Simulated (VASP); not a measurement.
# VMo3 (Pm-3m) in VASP: further runs

Aim: see how the results for VMo3 move with the level of theory and the settings. Levels: PBE, r2SCAN. Tasks: single point, relaxation of cell and atoms.

All numbers are computed with VASP 6.6.1; they aren't measurements. Logs are shortened: lines on timing, memory, paths and dates and some standing lists are left out, and cuts for length are marked.

## Step 1: The cell of the first run

The structure is cubic, space group Pm-3m (No. 221). Conventional cell: a = 3.960 Å, b = 3.960 Å, c = 3.960 Å, α = 90.00°, β = 90.00°, γ = 90.00°. Mo (site symmetry 4/mmm) has 8 Mo at 2.80 Å and 4 V at 2.80 Å within 3.7 Å. V (site symmetry m-3m) has 12 Mo at 2.80 Å within 3.7 Å.

## Step 2: Single point, PBE

INCAR reads:

```
SYSTEM = VMo3
PREC = Accurate ; ENCUT = 520
EDIFF = 1E-7 ; ISMEAR = 0
SIGMA = 0.1 ; LREAL = .FALSE.
LASPH = .TRUE. ; NELM = 100
ALGO = Fast ; ISIF = 2
LWAVE = .FALSE. ; LCHARG = .FALSE.
GGA = PE ; NBANDS = 36
```

KPOINTS reads:

```
regular mesh
0
G
  12 12 12
  0 0 0
```

POSCAR reads:

```
VMo3
1.0
    3.9604743666      0.0000000000      0.0000000000
    0.0000000000      3.9604743666      0.0000000000
    0.0000000000      0.0000000000      3.9604743666
Mo V
3 1
Direct
    0.0000000000      0.5000000000      0.5000000000
    0.5000000000      0.0000000000      0.5000000000
    0.5000000000      0.5000000000      0.0000000000
    0.0000000000      0.0000000000      0.0000000000
```

Potentials or basis: VASP PAW PBE potentials, release 64 (Mo_sv, V_sv).

On the command line:

```sh
$ cat potpaw_PBE.64/Mo_sv/POTCAR potpaw_PBE.64/V_sv/POTCAR > POTCAR
$ mpirun -np 1 vasp_std > vasp.out
```

OUTCAR:

```text
SYSTEM = VMo3
   PREC = Accurate
   ENCUT = 520
   EDIFF = 1E-7
   ISMEAR = 0
   LREAL = .FALSE.
   LASPH = .TRUE.
   NELM = 100
   ISIF = 2
   GGA = PE

 ion  position               nearest neighbor table
   1  0.000  0.500  0.500-   2 2.80   3 2.80   4 2.80   3 2.80   4 2.80   2 2.80   4 2.80   4 2.80
                             2 2.80   3 2.80   3 2.80   2 2.80
   2  0.500  0.000  0.500-   1 2.80   3 2.80   4 2.80   3 2.80   4 2.80   1 2.80   3 2.80   3 2.80
                             1 2.80   4 2.80   4 2.80   1 2.80
   3  0.500  0.500  0.000-   1 2.80   2 2.80   4 2.80   1 2.80   2 2.80   2 2.80   4 2.80   2 2.80
                             1 2.80   4 2.80   1 2.80   4 2.80
   4  0.000  0.000  0.000-   1 2.80   2 2.80   3 2.80   1 2.80   2 2.80   1 2.80   3 2.80   1 2.80
                             2 2.80   3 2.80   2 2.80   3 2.80

  LATTYP: Found a simple cubic cell.
 ALAT       =     3.9604743666

  Lattice vectors:

 A1 = (   3.9604743666,   0.0000000000,   0.0000000000)
 A2 = (   0.0000000000,   3.9604743666,   0.0000000000)
 A3 = (   0.0000000000,   0.0000000000,   3.9604743666)

Analysis of symmetry for initial positions (statically):
=====================================================================
 Subroutine PRICEL returns:
 Original cell was already a primitive cell.

 Routine SETGRP: Setting up the symmetry group for a
 simple cubic supercell.

 Subroutine GETGRP returns: Found 48 space group operations
 (whereof 48 operations were pure point group operations)
 out of a pool of 48 trial point group operations.

The static configuration has the point symmetry O_h .

Analysis of symmetry for dynamics (positions and initial velocities):
=====================================================================
 Subroutine PRICEL returns:
 Original cell was already a primitive cell.

 Routine SETGRP: Setting up the symmetry group for a
 simple cubic supercell.

 Subroutine GETGRP returns: Found 48 space group operations
 (whereof 48 operations were pure point group operations)
 out of a pool of 48 trial point group operations.

The dynamic configuration has the point symmetry O_h .

 Subroutine INISYM returns: Found 48 space group operations
 (whereof 48 operations are pure point group operations),
 and found     1 'primitive' translations

----------------------------------------------------------------------------------------

                                     Primitive cell

  volume of cell :      62.1215

  direct lattice vectors                    reciprocal lattice vectors
     3.960474367  0.000000000  0.000000000     0.252495006  0.000000000  0.000000000
     0.000000000  3.960474367  0.000000000     0.000000000  0.252495006  0.000000000
     0.000000000  0.000000000  3.960474367     0.000000000  0.000000000  0.252495006

  length of vectors
     3.960474367  3.960474367  3.960474367     0.252495006  0.252495006  0.252495006

  position of ions in fractional coordinates (direct lattice)
     0.000000000  0.500000000  0.500000000
     0.500000000  0.000000000  0.500000000
     0.500000000  0.500000000  0.000000000
     0.000000000  0.000000000  0.000000000

  ion indices of the primitive-cell ions
   primitive index   ion index
                 1           1
                 2           2
                 3           3
                 4           4

----------------------------------------------------------------------------------------

 KPOINTS: regular mesh

Automatic generation of k-mesh.
 Grid dimensions read from file:
 generate k-points for:   12   12   12

 Generating k-lattice:

  Cartesian coordinates                     Fractional coordinates (reciprocal lattice)
     0.021041251  0.000000000  0.000000000     0.083333333  0.000000000  0.000000000
     0.000000000  0.021041251  0.000000000     0.000000000  0.083333333  0.000000000
     0.000000000  0.000000000  0.021041251     0.000000000  0.000000000  0.083333333

  Length of vectors
     0.021041251  0.021041251  0.021041251

  Shift w.r.t. Gamma in fractional coordinates (k-lattice)
     0.000000000  0.000000000  0.000000000

 Subroutine IBZKPT returns following result:
 ===========================================

 Found     84 irreducible k-points:

 Following reciprocal coordinates:
            Coordinates               Weight
  0.000000  0.000000  0.000000      1.000000
  0.083333  0.000000  0.000000      6.000000
  0.166667  0.000000  0.000000      6.000000
  0.250000  0.000000  0.000000      6.000000
  0.333333  0.000000  0.000000      6.000000
  0.416667  0.000000  0.000000      6.000000
[... 16 lines left out ...]
  0.333333  0.333333  0.000000     12.000000
  0.416667  0.333333  0.000000     24.000000
 [... further k-points ...]
   k-points           NKPTS =     84   k-points in BZ     NKDIM =     84   number of bands    NBANDS=     36
   number of dos      NEDOS =    301   number of ions     NIONS =      4
   total plane-waves  NPLWV =  27000
   dimension x,y,z NGX =    30 NGY =   30 NGZ =   30
   dimension x,y,z NGXF=    60 NGYF=   60 NGZF=   60
   ions per type =               3   1
   NGX,Y,Z   is equivalent  to a cutoff of  12.59, 12.59, 12.59 a.u.
   NGXF,Y,Z  is equivalent  to a cutoff of  25.19, 25.19, 25.19 a.u.
 SYSTEM =  VMo3
   PREC   = accura    normal or accurate (medium, high low for compatibility)
   ISTART =      0    job   : 0-new  1-cont  2-samecut
   ICHARG =      2    charge: 1-file 2-atom 10-const
   ISPIN  =      1    spin polarized calculation?
   LNONCOLLINEAR =      F non collinear calculations
   LSORBIT =      F    spin-orbit coupling
   LASPH  =      T    aspherical Exc in radial PAW
   ENCUT  =  520.0 eV  38.22 Ry    6.18 a.u.   7.36  7.36  7.36*2*pi/ulx,y,z
   NELM   =    100;   NELMIN=  2; NELMDL= -5     # of ELM steps
   EDIFF  = 0.1E-06   stopping-criterion for ELM
   LREAL  =      F    real-space projection
   EDIFFG = 0.1E-05   stopping-criterion for IOM
   NSW    =      0    number of steps for IOM
   IBRION =     -1    ionic relax: 0-MD 1-quasi-New 2-CG
   NFREE  =      0    steps in history (QN), initial steepest desc. (CG)
   ISIF   =      2    stress and relaxation
   ISYM   =      2    0-nonsym 1-usesym 2-fastsym
   POTIM  = 0.5000    time-step for ionic-motion
   TEBEG  =    0.0;   TEEND  =   0.0 temperature during run
   PSTRESS=    0.0 pullay stress
   NELECT =      55.0000    total number of electrons
   NUPDOWN=      -1.0000    fix difference up-down
   EMIN   =  10.00;   EMAX   =-10.00  energy-range for DOS
   EFERMI =   0.00;   METHOD = LEGACY
   ISMEAR =     0;   SIGMA  =   0.10  broadening in eV -4-tet -1-fermi 0-gaus
   EFERMI_NEDOS =   21; number of points for ismear=-14 and -15
   IALGO  =     68    algorithm
   IMIX   =      4    mixing-type and parameters
     AMIX     =   0.40;   BMIX     =  1.00
     AMIX_MAG =   1.60;   BMIX_MAG =  1.00
  volume/ion in A,a.u.               =      15.53       104.80
  Fermi-wavevector in a.u.,A,eV,Ry     =   1.571985  2.970622 33.621877  2.471138
  Thomas-Fermi vector in A             =   2.673487
   LORBIT       =      0    0 simple, 1 ext, 2 COOP (PROOUT), +10 PAW based schemes
   GGA     = PE    functional components
   LHFCALC =     F    Hartree Fock is set to
   AEXX    =    0.0000 exact exchange contribution
   IVDW    =     0    specifies the selected vdW correction
   LEPSILON=     F    determine dielectric tensor
   LRPA    =     F    only Hartree local field effects (RPA)
 non-spin polarized calculation
 RMM-DIIS sequential band-by-band and
 Gauss-broadening in eV      SIGMA  =   0.10
  energy-cutoff  :      520.00
  volume of cell :       62.12
 maximum number of plane-waves:      1743
 NGX is ok and might be reduce to    30
   NGX = 15   NGY = 15   NGZ = 15

 number of electron      55.0000025 magnetization

 Free energy of the ion-electron system (eV)
  ---------------------------------------------------
  ext. energy  EPLUGINS =         0.00000000
  ---------------------------------------------------
  free energy    TOTEN  =       -40.27102478 eV

  energy without entropy =      -40.23596016  energy(sigma->0) =      -40.25349247

 E-fermi :  11.2833     XC(G=0): -13.1051

 val. band max:       11.2753339231   @ k =   0.2500   0.0833   0.0000
 cond. band min:      11.2870670406   @ k =   0.5000   0.4167   0.2500
 fundamental gap:      0.0117331174
 Fermi energy:        11.2832962115

 k-point     1 :       0.0000    0.0000    0.0000
  band No.  band energies     occupation
      1     -52.7031      2.00000
      2     -49.3656      2.00000
      3     -49.1154      2.00000
      4     -49.1154      2.00000
      5     -26.5741      2.00000
      6     -26.5741      2.00000
[... 28 lines left out ...]
     35      15.0853      0.00000
     36      15.4612      0.00000

 k-point     2 :       0.0833    0.0000    0.0000
  band No.  band energies     occupation
      1     -52.7030      2.00000
      2     -49.3619      2.00000
      3     -49.1192      2.00000
      4     -49.1153      2.00000
      5     -26.5731      2.00000
      6     -26.5731      2.00000
[... 28 lines left out ...]
     35      15.3005      0.00000
     36      15.3379      0.00000

 k-point     3 :       0.1667    0.0000    0.0000
  band No.  band energies     occupation
      1     -52.7027      2.00000
      2     -49.3513      2.00000
      3     -49.1304      2.00000
      4     -49.1151      2.00000
      5     -26.5706      2.00000
      6     -26.5706      2.00000
[... 28 lines left out ...]
     35      14.9336      0.00000
     36      15.0413      0.00000
[... 742 lines left out ...]
 k-point    23 :       0.3333    0.3333    0.0000
  band No.  band energies     occupation
      1     -52.7010      2.00000
      2     -49.2706      2.00000
      3     -49.1784      2.00000
      4     -49.1490      2.00000
      5     -26.5722      2.00000
      6     -26.5614      2.00000
[... 28 lines left out ...]
     35      13.9042      0.00000
     36      14.2794      0.00000

 k-point    24 :       0.4167    0.3333    0.0000
  band No.  band energies     occupation
      1     -52.7008      2.00000
      2     -49.2522      2.00000
      3     -49.1906      2.00000
      4     -49.1552      2.00000
      5     -26.5713      2.00000
      6     -26.5649      2.00000
[... 28 lines left out ...]
     35      13.8052      0.00000
     36      14.0469      0.00000

 [... further k-points ...]

------------------------ aborting loop because EDIFF is reached ----------------------------------------

  FORCE on cell =-STRESS in cart. coord.  units (eV):
  Direction    XX          YY          ZZ          XY          YZ          ZX
  --------------------------------------------------------------------------------------
  -------------------------------------------------------------------------------------
  Total        0.1540040      0.1540040      0.1540040      0.0000000      0.0000000     -0.0000000
  in kB        3.9719243      3.9719243      3.9719243      0.0000000      0.0000000     -0.0000000
  external PRESSURE =       3.9719243 kB  Pullay stress =       0.0000000 kB

 VOLUME and BASIS-vectors are now :
 -----------------------------------------------------------------------------
  energy-cutoff  :      520.00
  volume of cell :       62.12
      direct lattice vectors                 reciprocal lattice vectors
     3.960474367  0.000000000  0.000000000     0.252495006  0.000000000  0.000000000
     0.000000000  3.960474367  0.000000000     0.000000000  0.252495006  0.000000000
     0.000000000  0.000000000  3.960474367     0.000000000  0.000000000  0.252495006

 POSITION                                       TOTAL-FORCE (eV/Angst)
 -----------------------------------------------------------------------------------
      0.00000      1.98024      1.98024         0.000000      0.000000      0.000000
      1.98024      0.00000      1.98024         0.000000      0.000000      0.000000
      1.98024      1.98024      0.00000         0.000000      0.000000      0.000000
      0.00000      0.00000      0.00000         0.000000      0.000000      0.000000
 -----------------------------------------------------------------------------------
    total drift:                                0.000000      0.000000     -0.000000

  FREE ENERGIE OF THE ION-ELECTRON SYSTEM (eV)
  ---------------------------------------------------
  free  energy   TOTEN  =       -40.2710247832 eV

  energy  without entropy=      -40.2359601635  energy(sigma->0) =      -40.25349247
```

It took 3.5 min on 1 thread of Intel Xeon Platinum 8259CL at 2.50GHz (Skylake/Cascade Lake), shared host; peak memory 0.28 GiB.

What came out:

* Free energy: -40.2710 eV
* Pressure: 0.4 GPa
* Band gap on the k mesh: zero (an odd number of electrons rules out a gap without spin polarisation)

Levels at points of the mesh, in eV from the Fermi level:
```
           k point  band 24  band 25  band 26  band 27  band 28  band 29  band 30  band 31  band 32  band 33
(0.00, 0.00, 0.00)    -0.43    -0.43    -0.43     1.89     1.89     3.51     3.51     3.67     3.67     3.80
(0.50, 0.00, 0.00)    -1.96    -1.31    -1.31     0.15     0.29     1.24     1.24     1.28     1.30     1.30
(0.50, 0.50, 0.00)    -1.77    -1.43    -1.38    -1.38    -0.82     0.64     0.64     0.67     0.88     1.60
(0.50, 0.50, 0.50)    -0.61    -0.61    -0.61    -0.28    -0.28     1.23     1.23     1.23     1.71     3.35
```

## Step 3: Single point, r2SCAN

POSCAR is that of step 2.

INCAR.step1 reads:

```
SYSTEM = VMo3
ALGO = Normal
EDIFF = 1E-4
ENCUT = 520
GGA = PE
ISMEAR = 0
LASPH = .TRUE.
LCHARG = .FALSE.
LREAL = .FALSE.
LWAVE = .TRUE.
NBANDS = 36
NELM = 80
PREC = Accurate
SIGMA = 0.1
```

INCAR.step2 reads:

```
SYSTEM = VMo3
ALGO = Normal
EDIFF = 1E-6
ENCUT = 520
ISIF = 2
ISMEAR = 0
ISTART = 1
LASPH = .TRUE.
LCHARG = .FALSE.
LMIXTAU = .TRUE.
LREAL = .FALSE.
LWAVE = .FALSE.
METAGGA = R2SCAN
NBANDS = 36
NELM = 80
PREC = Accurate
SIGMA = 0.1
```

KPOINTS reads:

```
k-points
0
G
  12 12 12
  0 0 0
```

Potentials or basis: VASP PAW PBE potentials, release 64 (Mo_sv, V_sv).

On the command line:

```sh
$ cat potpaw_PBE.64/Mo_sv/POTCAR potpaw_PBE.64/V_sv/POTCAR > POTCAR
$ cp INCAR.step1 INCAR
$ mpirun -np 1 vasp_std > vasp.out
$ cp INCAR.step2 INCAR
$ mpirun -np 1 vasp_std > vasp.out
```

Run time: 8.8 min. Hardware: 1 thread of Intel Xeon Platinum 8259CL at 2.50GHz (Skylake/Cascade Lake), shared host; peak memory 0.29 GiB.

It converged, with:

| Quantity | Value |
| --- | --- |
| Free energy | -90.6547 eV |
| Pressure | -1.9 GPa |
| Band gap on the k mesh | zero (an odd number of electrons rules out a gap without spin polarisation) |

Levels at points of the mesh, in eV from the Fermi level:
| k point | band 24 | band 25 | band 26 | band 27 | band 28 | band 29 | band 30 | band 31 | band 32 | band 33 |
| --- | --- | --- | --- | --- | --- | --- | --- | --- | --- | --- |
| (0.00, 0.00, 0.00) | -0.46 | -0.46 | -0.46 | 2.09 | 2.09 | 3.77 | 3.77 | 3.79 | 3.79 | 3.79 |
| (0.50, 0.00, 0.00) | -2.15 | -1.45 | -1.45 | 0.20 | 0.38 | 1.28 | 1.28 | 1.34 | 1.34 | 1.45 |
| (0.50, 0.50, 0.00) | -1.86 | -1.51 | -1.51 | -1.47 | -0.82 | 0.76 | 0.76 | 0.79 | 1.06 | 1.65 |
| (0.50, 0.50, 0.50) | -0.58 | -0.58 | -0.58 | -0.21 | -0.21 | 1.10 | 1.10 | 1.10 | 1.65 | 3.51 |

Caveat: the PAW data sets were made with another functional, which shifts forces and pressure a little.

[end of part 1 of 2]
